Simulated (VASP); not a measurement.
Wanted: the native input for a VASP 6.6.1 run.

```
Task                   : single point
Functional             : PBEsol
Potentials or basis    : VASP PAW PBE potentials, release 64 (Ge_d)
Cutoff                 : 500 eV
k mesh                 : 4 × 4 × 4
Occupations            : gaussian, width 0.1 eV
Spin                   : no spin polarisation
Dipole correction      : no
Further INCAR settings : ALGO = Normal; EDIFF = 1e-06; NBANDS = 21
```

The structure of Ge lies in POSCAR:

```
Ge
1.0
    0.0000000000      2.8378616883      2.8378616883
    2.8378616883      0.0000000000      2.8378616883
    2.8378616883      2.8378616883      0.0000000000
Ge
2
Direct
    0.5000000000      0.5000000000      0.5000000000
    0.7500000000      0.7500000000      0.7500000000
```

These files were run (other wordings do the same):

INCAR

```
ALGO = Normal
EDIFF = 1E-6
ENCUT = 500
GGA = PS
GGA_COMPAT = F
ISIF = 2
ISMEAR = 0
LASPH = T
LCHARG = T
LELF = T
LREAL = F
LVHAR = T
LWAVE = F
NBANDS = 21
NELM = 120
PREC = Accurate
SIGMA = 0.1
```

KPOINTS

```
k-points
0
Gamma
  4 4 4
```

Potentials or basis: VASP PAW PBE potentials, release 64 (Ge_d).

Run with:

```bash
$ cat potpaw_PBE.64/Ge_d/POTCAR > POTCAR
$ mpirun -np 1 vasp_std > vasp.out
```

It gave:

| Quantity | Value |
| --- | --- |
| Pressure | 0.8 GPa |
| Band gap on the k mesh | zero (filled and empty bands touch) |

Caveat: the k points lie up to 0.48 Å⁻¹ apart; the PAW data sets were made with another functional, which shifts forces and pressure a little.

Run time: 10 s on 1 thread of Intel(R) Xeon(R) Platinum 8259CL CPU @ 2.50GHz (Skylake/Cascade Lake), on a shared host, peak memory 0.16 GiB.
